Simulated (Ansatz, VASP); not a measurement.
## GaN in VASP and in Ansatz

POSCAR

```
GaN
1.0
    0.0000000000      2.2535006075      2.2535006075
    2.2535006075      0.0000000000      2.2535006075
    2.2535006075      2.2535006075      0.0000000000
Ga N
1 1
Direct
    0.0000000000      0.0000000000      0.0000000000
    0.2500000000      0.2500000000      0.2500000000
```

INCAR.step1

```
ALGO = Normal
EDIFF = 1E-4
ENCUT = 520
GGA = PE
ISMEAR = -1
LASPH = True
LCHARG = False
LREAL = False
LWAVE = True
NBANDS = 16
NELM = 60
PREC = Accurate
SIGMA = 0.05
```

Contents of INCAR.step2:

```
ALGO = Normal
EDIFF = 1E-6
ENCUT = 520
ISIF = 2
ISMEAR = -1
ISTART = 1
IVDW = 12
LASPH = True
LCHARG = True
LELF = True
LMIXTAU = True
LREAL = False
LVHAR = True
LWAVE = False
METAGGA = R2SCAN
NBANDS = 16
NELM = 60
PREC = Accurate
SIGMA = 0.05
VDW_A1 = 0.49484001
VDW_A2 = 5.73083694
VDW_S6 = 1.0
VDW_S8 = 0.78981345
```

File KPOINTS:

```
k-points
0
Gamma
  10 10 10
```

The input input.yaml:

```yaml
crystal:
  lattice:
    - [0.0, 2.2535006075, 2.2535006075]
    - [2.2535006075, 0.0, 2.2535006075]
    - [2.2535006075, 2.2535006075, 0.0]
  atoms:
    - { symbol: Ga, position: [0.0, 0.0, 0.0] }
    - { symbol: "N", position: [0.25, 0.25, 0.25] }
hamiltonian:
  xc: r2scan
  pseudopotentials: { kind: paw }
  dispersion: d3bj
kpoints:
  mp_grid: { grid: [10, 10, 10] }
scf:
  occupations: { method: fermi_dirac, width: 0.05 }
output:
  forces: true
  stress: true
  eigenvalues: true
```

Alike in both runs: task single point; functional r2SCAN; dispersion D3(BJ); k mesh 10 × 10 × 10; occupations fermi-dirac, width 0.05 eV; no spin polarisation.

```csv
,VASP,Ansatz
version,VASP 6.6.1,Ansatz 0.2.0
potentials or method,"VASP PAW PBE potentials, release 64 (Ga_d, N)",Ansatz PAW
plane-wave cutoff (eV),520,500
valence electrons in the cell,18,18
```

VASP gave:

```
gap on the k mesh at the Fermi level (eV) : 2.12
least direct gap on the mesh (eV)         : 2.12
pressure (GPa)                            : -1.8
```

Problem. Estimate Ansatz's values.

Solution. gap on the k mesh at the Fermi level (eV): 2.13; least direct gap on the mesh (eV): 2.13; pressure (GPa): -2.9.

VASP's potentials were made for PBE, not for r2SCAN.
